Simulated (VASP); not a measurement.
# Y in VASP: further runs, part 2 of 3

VASP 6.6.1. Earlier steps stand in the parts before.

## 4. Electric field gradients, PBE (atom 2 (Y) moved by [0.08, 0.0, 0.0] A)

Contents of INCAR:

```
  ALGO = Normal
  EDIFF = 1E-8
  ENCUT = 520
  GGA = PE
  ISIF = 2
  ISMEAR = -1
  LASPH = T
  LCHARG = F
  LEFG = T
  LREAL = F
  LWAVE = F
  NBANDS = 18
  NELM = 80
  PREC = Accurate
  SIGMA = 0.08
```

Contents of KPOINTS:

```
k-points
0
Gamma
  12 12 7
```

Contents of POSCAR:

```
Y
1.0
    3.6514992371      0.0000000000      0.0000000000
   -1.8257496185      3.1622911012      0.0000000000
    0.0000000000      0.0000000000      5.7474000000
Y
2
Direct
    0.3333333333      0.6666666667      0.2500000000
    0.6885754759      0.3333333333      0.7500000000
```

Potentials or basis: VASP PAW PBE potentials, release 64 (Y_sv).

Run with:

```
$ cat potpaw_PBE.64/Y_sv/POTCAR > POTCAR
$ mpirun -np 1 vasp_std > vasp.out
```

OUTCAR:

```text
EDIFF = 1E-8
   ENCUT = 520
   GGA = PE
   ISIF = 2
   ISMEAR = -1
   LASPH = T
   LREAL = F
   NELM = 80
   PREC = Accurate

 ion  position               nearest neighbor table
   1  0.333  0.667  0.250-   2 3.52   2 3.52   2 3.56   2 3.56   2 3.61   2 3.61
   2  0.689  0.333  0.750-   1 3.52   1 3.52   1 3.56   1 3.56   1 3.61   1 3.61

  LATTYP: Found a hexagonal cell.
 ALAT       =     3.6514992371
 C/A-ratio  =     1.5739836234

  Lattice vectors:

 A1 = (   3.6514992371,   0.0000000000,   0.0000000000)
 A2 = (  -1.8257496185,   3.1622911012,   0.0000000000)
 A3 = (   0.0000000000,   0.0000000000,   5.7474000000)

Analysis of symmetry for initial positions (statically):
=====================================================================
 Subroutine PRICEL returns:
 Original cell was already a primitive cell.

 Routine SETGRP: Setting up the symmetry group for a
 hexagonal supercell.

 Subroutine GETGRP returns: Found  4 space group operations
 (whereof  1 operations were pure point group operations)
 out of a pool of 24 trial point group operations.

The static configuration has the point symmetry C_1 .
 The point group associated with its full space group is C_2h.

Analysis of symmetry for dynamics (positions and initial velocities):
=====================================================================
 Subroutine PRICEL returns:
 Original cell was already a primitive cell.

 Routine SETGRP: Setting up the symmetry group for a
 hexagonal supercell.

 Subroutine GETGRP returns: Found  4 space group operations
 (whereof  1 operations were pure point group operations)
 out of a pool of 24 trial point group operations.

The dynamic configuration has the point symmetry C_1 .
 The point group associated with its full space group is C_2h.

 Subroutine INISYM returns: Found  4 space group operations
 (whereof  1 operations are pure point group operations),
 and found     1 'primitive' translations

----------------------------------------------------------------------------------------

                                     Primitive cell

  volume of cell :      66.3658

  direct lattice vectors                    reciprocal lattice vectors
     3.651499237  0.000000000  0.000000000     0.273860115  0.158113211  0.000000000
    -1.825749618  3.162291101  0.000000000     0.000000000  0.316226422  0.000000000
     0.000000000  0.000000000  5.747400000     0.000000000  0.000000000  0.173991718

  length of vectors
     3.651499237  3.651499237  5.747400000     0.316226422  0.316226422  0.173991718

  position of ions in fractional coordinates (direct lattice)
     0.333333333  0.666666667  0.250000000
     0.688575476  0.333333333  0.750000000

  ion indices of the primitive-cell ions
   primitive index   ion index
                 1           1
                 2           2

----------------------------------------------------------------------------------------

 KPOINTS: k-points
[... 73 lines left out ...]
   NFREE  =      0    steps in history (QN), initial steepest desc. (CG)
   ISIF   =      2    stress and relaxation
   ISYM   =      2    0-nonsym 1-usesym 2-fastsym
   POTIM  = 0.5000    time-step for ionic-motion
   TEBEG  =    0.0;   TEEND  =   0.0 temperature during run
   PSTRESS=    0.0 pullay stress
   NELECT =      22.0000    total number of electrons
   NUPDOWN=      -1.0000    fix difference up-down
   EMIN   =  10.00;   EMAX   =-10.00  energy-range for DOS
   EFERMI =   0.00;   METHOD = LEGACY
   ISMEAR =    -1;   SIGMA  =   0.08  broadening in eV -4-tet -1-fermi 0-gaus
   EFERMI_NEDOS =   21; number of points for ismear=-14 and -15
   IALGO  =     38    algorithm
   IMIX   =      4    mixing-type and parameters
     AMIX     =   0.40;   BMIX     =  1.00
     AMIX_MAG =   1.60;   BMIX_MAG =  1.00
  volume/ion in A,a.u.               =      33.18       223.93
  Fermi-wavevector in a.u.,A,eV,Ry     =   1.133011  2.141081 17.465997  1.283715
  Thomas-Fermi vector in A             =   2.269713
   LORBIT       =      0    0 simple, 1 ext, 2 COOP (PROOUT), +10 PAW based schemes
   GGA     = PE    functional components
   LHFCALC =     F    Hartree Fock is set to
   AEXX    =    0.0000 exact exchange contribution
   IVDW    =     0    specifies the selected vdW correction
   LEPSILON=     F    determine dielectric tensor
   LRPA    =     F    only Hartree local field effects (RPA)
 non-spin polarized calculation
  energy-cutoff  :      520.00
  volume of cell :       66.37
 maximum number of plane-waves:      1806
   NGX = 13   NGY = 13   NGZ = 21

 number of electron      22.0000001 magnetization

 Free energy of the ion-electron system (eV)
  ---------------------------------------------------
  ext. energy  EPLUGINS =         0.00000000
  ---------------------------------------------------
  free energy    TOTEN  =       -12.90116998 eV

  energy without entropy =      -12.81815693  energy(sigma->0) =      -12.85966345

 E-fermi :   2.9511     XC(G=0):  -9.3876

 val. band max:        2.9490087727   @ k =  -0.3333   0.5000  -0.4286
 cond. band min:       2.9514818425   @ k =  -0.0833   0.5000   0.4286
 fundamental gap:      0.0024730698
 Fermi energy:         2.9510768547

 k-point     1 :       0.0000    0.0000    0.0000
  band No.  band energies     occupation
      1     -39.7632      2.00000
      2     -39.6938      2.00000
      3     -20.0256      2.00000
      4     -19.5723      2.00000
      5     -19.5557      2.00000
      6     -19.4842      2.00000
[... 481 lines left out ...]
      5     -19.6542      2.00000
      6     -19.5951      2.00000
[... 10 lines left out ...]
     17       5.8347      0.00000
     18       6.2203      0.00000

 [... further k-points ...]

------------------------ aborting loop because EDIFF is reached ----------------------------------------

  FORCE on cell =-STRESS in cart. coord.  units (eV):
  Direction    XX          YY          ZZ          XY          YZ          ZX
  --------------------------------------------------------------------------------------
  -------------------------------------------------------------------------------------
  Total       -0.1076143     -0.1023095     -0.3046979      0.1107560      0.0000000      0.0000000
  in kB       -2.5979805     -2.4699152     -7.3558949      2.6738272      0.0000000      0.0000000
  external PRESSURE =      -4.1412635 kB  Pullay stress =       0.0000000 kB

 VOLUME and BASIS-vectors are now :
 -----------------------------------------------------------------------------
  energy-cutoff  :      520.00
  volume of cell :       66.37
      direct lattice vectors                 reciprocal lattice vectors
     3.651499237  0.000000000  0.000000000     0.273860115  0.158113211  0.000000000
    -1.825749618  3.162291101  0.000000000     0.000000000  0.316226422  0.000000000
     0.000000000  0.000000000  5.747400000     0.000000000  0.000000000  0.173991718

 POSITION                                       TOTAL-FORCE (eV/Angst)
 -----------------------------------------------------------------------------------
     -0.00000      2.10819      1.43685         0.094289      0.002266      0.000000
      1.90575      1.05410      4.31055        -0.094289     -0.002266      0.000000
 -----------------------------------------------------------------------------------
    total drift:                                0.000001      0.000001      0.000000

  FREE ENERGIE OF THE ION-ELECTRON SYSTEM (eV)
  ---------------------------------------------------
  free  energy   TOTEN  =       -12.9011699793 eV

  energy  without entropy=      -12.8181569284  energy(sigma->0) =      -12.85966345

 Electric field gradients (V/A^2)
---------------------------------------------------------------------
 ion       V_xx      V_yy      V_zz      V_xy      V_xz      V_yz
---------------------------------------------------------------------
   1     -13.046   -12.962    26.009     3.702     0.000    -0.000
   2     -13.046   -12.962    26.009     3.702    -0.000     0.000
---------------------------------------------------------------------

 Electric field gradients after diagonalization (V/A^2)
 (convention: |V_zz| > |V_xx| > |V_yy|)
----------------------------------------------------------------------
 ion       V_xx      V_yy      V_zz     asymmetry (V_yy - V_xx)/ V_zz
----------------------------------------------------------------------
   1     -16.707    -9.302    26.009       0.285
   2     -16.707    -9.302    26.009       0.285
----------------------------------------------------------------------

           NMR quadrupolar parameters

 Cq : quadrupolar parameter    Cq=e*Q*V_zz/h
 eta: asymmetry parameters     (V_yy - V_xx)/ V_zz
 Q  : nuclear electric quadrupole moment in mb (millibarn)
----------------------------------------------------------------------
 ion       Cq(MHz)       eta       Q (mb)
----------------------------------------------------------------------
   1       0.063       0.285       1.000
   2       0.063       0.285       1.000
----------------------------------------------------------------------
```

OSZICAR:

```text
N       E                     dE             d eps       ncg     rms          rms(c)
DAV:   1     0.879003077947E+02    0.87900E+02   -0.11329E+04 10664   0.116E+03
DAV:   2    -0.587864883035E+01   -0.93779E+02   -0.92269E+02 13332   0.258E+02
DAV:   3    -0.130816996874E+02   -0.72031E+01   -0.71417E+01 18484   0.429E+01
DAV:   4    -0.133000070424E+02   -0.21831E+00   -0.21807E+00 13386   0.749E+00
DAV:   5    -0.133060519466E+02   -0.60449E-02   -0.60432E-02 15646   0.950E-01    0.328E+01
DAV:   6    -0.129700529708E+02    0.33600E+00   -0.43308E-01 11856   0.398E+00    0.203E+01
DAV:   7    -0.129126541851E+02    0.57399E-01   -0.84959E-01 13934   0.515E+00    0.180E+00
DAV:   8    -0.129021303834E+02    0.10524E-01   -0.16580E-01 13290   0.228E+00    0.128E+00
DAV:   9    -0.129010805750E+02    0.10498E-02   -0.38984E-03 15128   0.382E-01    0.406E-01
DAV:  10    -0.129012487201E+02   -0.16815E-03   -0.19073E-03 11538   0.384E-01    0.364E-01
DAV:  11    -0.129011742023E+02    0.74518E-04   -0.14161E-04 13166   0.102E-01    0.569E-02
DAV:  12    -0.129011679452E+02    0.62571E-05   -0.30233E-05 12028   0.461E-02    0.147E-02
DAV:  13    -0.129011699006E+02   -0.19554E-05   -0.43384E-06 12708   0.174E-02    0.230E-03
DAV:  14    -0.129011700333E+02   -0.13269E-06   -0.13250E-07 16298   0.238E-03    0.431E-04
DAV:  15    -0.129011699989E+02    0.34373E-07   -0.42434E-09  7692   0.483E-04    0.235E-04
DAV:  16    -0.129011699842E+02    0.14696E-07   -0.90283E-10  6586   0.256E-04    0.569E-05
DAV:  17    -0.129011699793E+02    0.49445E-08   -0.26164E-10  6464   0.127E-04
   1 F= -.12901170E+02 E0= -.12859663E+02  d E =-.830131E-01
```

It took 2.9 min on 1 thread of Intel Xeon 6975P-C (Granite Rapids), shared host; peak memory 0.44 GiB.

Results:

```yaml
Free_energy: -12.9012 eV
Pressure: -0.4 GPa
Largest_force: 0.094 eV/Å
Band_gap_on_the_k_mesh: zero (band 11 reaches 3.79 eV, above the bottom of band 12 at 2.51 eV)
```

Forces on the atoms (eV/Å):
```
Y    0.094  0.002  0.000
Y   -0.094 -0.002  0.000
```

Levels at points of the mesh, in eV from the Fermi level:
```tsv
k point	band 7	band 8	band 9	band 10	band 11	band 12	band 13	band 14	band 15	band 16
(0.00, 0.00, 0.00)	-22.43	-22.40	-4.67	-1.85	0.83	1.72	1.78	1.97	2.30	2.41
(0.50, 0.00, 0.00)	-22.58	-22.49	-1.61	-1.17	-0.72	-0.12	1.21	1.51	1.96	4.94
(0.00, 0.50, 0.00)	-22.55	-22.49	-1.66	-1.16	-0.80	-0.11	1.36	1.49	2.02	4.98
(0.50, 0.50, 0.00)	-22.52	-22.49	-1.72	-1.16	-0.87	-0.11	1.45	1.53	2.09	5.02
```

Electric field gradients, principal values (V/Å²):
| atom | least | middle | greatest (by size) |
| --- | --- | --- | --- |
| 1 Y | -9.302 | -16.707 | 26.009 |
| 2 Y | -9.302 | -16.707 | 26.009 |

Caveat: the cell differs from its parent crystal (atom 2 (Y) moved by [0.08, 0.0, 0.0] A); without QUAD_EFG the Cq values of the log hold for a quadrupole moment of 1 mb, not for the nuclei.

[end of part 2 of 3]
